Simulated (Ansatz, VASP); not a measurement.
## Two plane-wave programs on NaI

```
Na I
1.0
     0.00000    3.18936    3.18936
     3.18936    0.00000    3.18936
     3.18936    3.18936    0.00000
Na I
1 1
Direct
  0.00000 0.00000 0.00000
  0.50000 0.50000 0.50000
```

Alike in both runs: functional revPBE; dispersion D3(BJ); k mesh 3 × 3 × 3; no spin polarisation.

Ansatz relaxed the structure, and its values are those at the end. VASP's run is a single point on that final structure, the one shown.

|  | VASP | Ansatz |
| --- | --- | --- |
| version | VASP 6.6.1 | Ansatz 0.2.0 |
| potentials or method | VASP PAW PBE potentials, release 64 (Na_pv, I) | plane waves, PAW |
| plane-wave cutoff (eV) | 520 | 420 |
| occupations | gaussian, width 0.01 eV | fixed |
| valence electrons in the cell | 14 | 26 |

|  | VASP | Ansatz | Ansatz less VASP |
| --- | --- | --- | --- |
| pressure (GPa) | 0.1 | 0.0 | -0.02 |

VASP's potentials were made for PBE, not for revPBE. VASP's potentials hold 14 valence electrons a cell and Ansatz's 26, so a difference there can come from the potentials and not from the codes.

The k mesh is coarse, so the values compare programs but aren't converged. Spin-orbit coupling is off throughout.
